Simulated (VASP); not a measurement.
# Bi (Pm-3m) in VASP: a series of runs

Bi is run at these levels: PBE; tasks: single point.

Everything below comes from runs of VASP 6.6.1. Logs are shortened: lines on timing, memory, paths and dates and some standing lists are left out, and cuts for length are marked.

### 1 The cell of the first run

It takes space group Pm-3m (No. 221, cubic). The conventional cell has a = 2.472 Å, b = 2.472 Å, c = 2.472 Å, α = 90.00°, β = 90.00°, γ = 90.00°. Bi (site symmetry m-3m) has 6 Bi at 2.47 Å within 3.3 Å.

### 2 Single point, PBE (volume scaled by 0.43)

Contents of INCAR:

```
SYSTEM = Bi
  PREC = Accurate
  ENCUT = 520
  EDIFF = 1E-7
  ISMEAR = -1
  SIGMA = 0.08
  LREAL = .FALSE.
  LASPH = .TRUE.
  NELM = 100
  ALGO = Normal
  ISIF = 2
  LWAVE = .FALSE.
  LCHARG = .TRUE.
  GGA = PE
  LELF = .TRUE.
  LVHAR = .TRUE.
  NBANDS = 14
```

Contents of KPOINTS:

```
regular mesh
0
G
  13 13 13
  0 0 0
```

Contents of POSCAR:

```
Bi
1.0
    2.4716054361      0.0000000000      0.0000000000
    0.0000000000      2.4716054361      0.0000000000
    0.0000000000      0.0000000000      2.4716054361
Bi
1
Direct
    0.0000000000      0.0000000000      0.0000000000
```

Potentials or basis: VASP PAW PBE potentials, release 64 (Bi_d).

On the command line:

```bash
> cat potpaw_PBE.64/Bi_d/POTCAR > POTCAR
> mpirun -np 1 vasp_std > vasp.out
```

OUTCAR:

```text
SYSTEM = Bi
   PREC = Accurate
   ENCUT = 520
   EDIFF = 1E-7
   ISMEAR = -1
   LREAL = .FALSE.
   LASPH = .TRUE.
   NELM = 100
   ISIF = 2
   GGA = PE

 ion  position               nearest neighbor table
   1  0.000  0.000  0.000-

  LATTYP: Found a simple cubic cell.
 ALAT       =     2.4716054361

  Lattice vectors:

 A1 = (   2.4716054361,   0.0000000000,   0.0000000000)
 A2 = (   0.0000000000,   2.4716054361,   0.0000000000)
 A3 = (   0.0000000000,   0.0000000000,   2.4716054361)

Analysis of symmetry for initial positions (statically):
=====================================================================
 Subroutine PRICEL returns:
 Original cell was already a primitive cell.

 Routine SETGRP: Setting up the symmetry group for a
 simple cubic supercell.

 Subroutine GETGRP returns: Found 48 space group operations
 (whereof 48 operations were pure point group operations)
 out of a pool of 48 trial point group operations.

The static configuration has the point symmetry O_h .

Analysis of symmetry for dynamics (positions and initial velocities):
=====================================================================
 Subroutine PRICEL returns:
 Original cell was already a primitive cell.

 Routine SETGRP: Setting up the symmetry group for a
 simple cubic supercell.

 Subroutine GETGRP returns: Found 48 space group operations
 (whereof 48 operations were pure point group operations)
 out of a pool of 48 trial point group operations.

The dynamic configuration has the point symmetry O_h .

 Subroutine INISYM returns: Found 48 space group operations
 (whereof 48 operations are pure point group operations),
 and found     1 'primitive' translations

----------------------------------------------------------------------------------------

                                     Primitive cell

  volume of cell :      15.0986

  direct lattice vectors                    reciprocal lattice vectors
     2.471605436  0.000000000  0.000000000     0.404595323  0.000000000  0.000000000
     0.000000000  2.471605436  0.000000000     0.000000000  0.404595323  0.000000000
     0.000000000  0.000000000  2.471605436     0.000000000  0.000000000  0.404595323

  length of vectors
     2.471605436  2.471605436  2.471605436     0.404595323  0.404595323  0.404595323

  position of ions in fractional coordinates (direct lattice)
     0.000000000  0.000000000  0.000000000

[... 75 lines left out ...]
   EDIFF  = 0.1E-06   stopping-criterion for ELM
   LREAL  =      F    real-space projection
   EDIFFG = 0.1E-05   stopping-criterion for IOM
   NSW    =      0    number of steps for IOM
   IBRION =     -1    ionic relax: 0-MD 1-quasi-New 2-CG
   NFREE  =      0    steps in history (QN), initial steepest desc. (CG)
   ISIF   =      2    stress and relaxation
   ISYM   =      2    0-nonsym 1-usesym 2-fastsym
   POTIM  = 0.5000    time-step for ionic-motion
   TEBEG  =    0.0;   TEEND  =   0.0 temperature during run
   PSTRESS=    0.0 pullay stress
   NELECT =      15.0000    total number of electrons
   NUPDOWN=      -1.0000    fix difference up-down
   EMIN   =  10.00;   EMAX   =-10.00  energy-range for DOS
   EFERMI =   0.00;   METHOD = LEGACY
   ISMEAR =    -1;   SIGMA  =   0.08  broadening in eV -4-tet -1-fermi 0-gaus
   EFERMI_NEDOS =   21; number of points for ismear=-14 and -15
   IALGO  =     38    algorithm
   IMIX   =      4    mixing-type and parameters
     AMIX     =   0.40;   BMIX     =  1.00
     AMIX_MAG =   1.60;   BMIX_MAG =  1.00
  volume/ion in A,a.u.               =      15.10       101.89
  Fermi-wavevector in a.u.,A,eV,Ry     =   1.633526  3.086917 36.305894  2.668408
  Thomas-Fermi vector in A             =   2.725317
   LORBIT       =      0    0 simple, 1 ext, 2 COOP (PROOUT), +10 PAW based schemes
   GGA     = PE    functional components
   LHFCALC =     F    Hartree Fock is set to
   AEXX    =    0.0000 exact exchange contribution
   IVDW    =     0    specifies the selected vdW correction
   LEPSILON=     F    determine dielectric tensor
   LRPA    =     F    only Hartree local field effects (RPA)
 non-spin polarized calculation
  energy-cutoff  :      520.00
  volume of cell :       15.10
 maximum number of plane-waves:       437
   NGX =  9   NGY =  9   NGZ =  9

 number of electron      14.9999992 magnetization

 Free energy of the ion-electron system (eV)
  ---------------------------------------------------
  ext. energy  EPLUGINS =         0.00000000
  ---------------------------------------------------
  free energy    TOTEN  =         4.11522426 eV

  energy without entropy =        4.12293392  energy(sigma->0) =        4.11907909

 E-fermi :  21.9972     XC(G=0): -14.1457

 val. band max:       21.9642628065   @ k =   0.4615   0.3077   0.3077
 cond. band min:      22.0233442992   @ k =   0.4615   0.4615   0.4615
 fundamental gap:      0.0590814927
 Fermi energy:        21.9971726441

 k-point     1 :       0.0000    0.0000    0.0000
  band No.  band energies     occupation
      1      -6.0699      2.00000
      2      -6.0699      2.00000
      3      -2.8550      2.00000
      4      -2.8550      2.00000
      5      -2.8550      2.00000
      6      -1.1021      2.00000
      7      25.7311      0.00000
      8      25.7311      0.00000
      9      25.7311      0.00000
     10      32.7054      0.00000
     11      33.2153      0.00000
     12      33.2153      0.00000
     13      40.0565      0.00000
     14      40.0565      0.00000
[... 377 lines left out ...]
      1      -5.2687      2.00000
      2      -4.7136      2.00000
      3      -3.6003      2.00000
      4      -3.4022      2.00000
      5      -3.1702      2.00000
      6       6.4083      2.00000
      7      14.5214      2.00000
      8      19.3970      2.00000
      9      26.2878      0.00000
     10      32.3321      0.00000
     11      34.3598      0.00000
     12      35.1413      0.00000
     13      39.1546      0.00000
     14      43.5413      0.00000

 [... further k-points ...]
[... 5 lines left out ...]
  --------------------------------------------------------------------------------------
  -------------------------------------------------------------------------------------
  Total       26.4811619     26.4811619     26.4811619      0.0000000     -0.0000000     -0.0000000
  in kB     2810.0250671   2810.0250671   2810.0250671      0.0000000     -0.0000000     -0.0000000
  external PRESSURE =    2810.0250671 kB  Pullay stress =       0.0000000 kB

 VOLUME and BASIS-vectors are now :
 -----------------------------------------------------------------------------
  energy-cutoff  :      520.00
  volume of cell :       15.10
      direct lattice vectors                 reciprocal lattice vectors
     2.471605436  0.000000000  0.000000000     0.404595323  0.000000000  0.000000000
     0.000000000  2.471605436  0.000000000     0.000000000  0.404595323  0.000000000
     0.000000000  0.000000000  2.471605436     0.000000000  0.000000000  0.404595323

 POSITION                                       TOTAL-FORCE (eV/Angst)
 -----------------------------------------------------------------------------------
      0.00000      0.00000      0.00000         0.000000      0.000000      0.000000
 -----------------------------------------------------------------------------------
    total drift:                                0.000000      0.000000     -0.000000

  FREE ENERGIE OF THE ION-ELECTRON SYSTEM (eV)
  ---------------------------------------------------
  free  energy   TOTEN  =         4.1152242589 eV

  energy  without entropy=        4.1229339153  energy(sigma->0) =        4.11907909
```

OSZICAR:

```text
N       E                     dE             d eps       ncg     rms          rms(c)
DAV:   1     0.117853150409E+03    0.11785E+03   -0.74418E+03  2456   0.157E+03
DAV:   2     0.922010094269E+01   -0.10863E+03   -0.10369E+03  2610   0.366E+02
DAV:   3     0.398754735293E+01   -0.52326E+01   -0.52093E+01  2844   0.757E+01
DAV:   4     0.389627112375E+01   -0.91276E-01   -0.91246E-01  2916   0.979E+00
DAV:   5     0.389337541337E+01   -0.28957E-02   -0.28956E-02  3122   0.169E+00    0.268E+00
DAV:   6     0.403586116733E+01    0.14249E+00   -0.17644E-02  2970   0.122E+00    0.155E+00
DAV:   7     0.411501248935E+01    0.79151E-01   -0.34671E-02  2858   0.178E+00    0.131E-01
DAV:   8     0.411520207544E+01    0.18959E-03   -0.94445E-04  3060   0.276E-01    0.274E-02
DAV:   9     0.411522319736E+01    0.21122E-04   -0.18626E-05  3404   0.460E-02    0.335E-03
DAV:  10     0.411522400532E+01    0.80796E-06   -0.62182E-07  3300   0.878E-03    0.117E-03
DAV:  11     0.411522418689E+01    0.18157E-06   -0.27519E-08  2220   0.144E-03    0.148E-04
DAV:  12     0.411522425885E+01    0.71964E-07   -0.48987E-09  2130   0.657E-04
   1 F= 0.41152243E+01 E0= 0.41190791E+01  d E =-.770966E-02
```

stdout:

```text
POSCAR found type information on POSCAR Bi
 POSCAR found :  1 types and       1 ions
 scaLAPACK will be used
 LDA part: xc-table for (Slater+PW92), standard interpolation
 POSCAR, INCAR and KPOINTS ok, starting setup
 FFT: planning ... GRIDC
 FFT: planning ... GRID_SOFT
 FFT: planning ... GRID
 WAVECAR not read
 entering main loop
```

Run time: 6.7 s. Hardware: 1 thread of AMD EPYC 9R45 (Zen 5), shared host; peak memory 0.1 GiB.

Results:

```yaml
Free_energy: 4.1152 eV
Pressure: 281.0 GPa
```

Levels at points of the mesh, in eV from the Fermi level:
```
           k point  band 3  band 4  band 5  band 6  band 7  band 8  band 9  band 10  band 11  band 12
(0.00, 0.00, 0.00)  -24.85  -24.85  -24.85  -23.10    3.73    3.73    3.73    10.71    11.22    11.22
```

Caveat: spin-orbit coupling is left out, which moves the levels of the heavy elements.

### 3 Single point, PBE (volume scaled by 0.43)

Contents of INCAR:

```
ALGO = Normal
EDIFF = 1E-7
ENCUT = 520
GGA = PE
ISIF = 2
ISMEAR = -1
LASPH = True
LCHARG = True
LELF = True
LREAL = False
LVHAR = True
LWAVE = False
NBANDS = 14
NELM = 60
PREC = Accurate
SIGMA = 0.08
```

Contents of KPOINTS:

```
k-points
0
Gamma
  13 13 13
```

POSCAR is that of step 2.

Potentials or basis: VASP PAW PBE potentials, release 64 (Bi_d).

On the command line:

```bash
> cat potpaw_PBE.64/Bi_d/POTCAR > POTCAR
> mpirun -np 1 vasp_std > vasp.out
```

It took 6.7 s on 1 thread of AMD EPYC 9R45 (Zen 5), shared host; peak memory 0.1 GiB.

It converged, with:

| Quantity | Value |
| --- | --- |
| Free energy | 4.1152 eV |
| Pressure | 281.0 GPa |

Levels at points of the mesh, in eV from the Fermi level:
```csv
k point,band 3,band 4,band 5,band 6,band 7,band 8,band 9,band 10,band 11,band 12
"(0.00, 0.00, 0.00)",-24.85,-24.85,-24.85,-23.10,3.73,3.73,3.73,10.71,11.22,11.22
```

Caveat: spin-orbit coupling is left out, which moves the levels of the heavy elements.
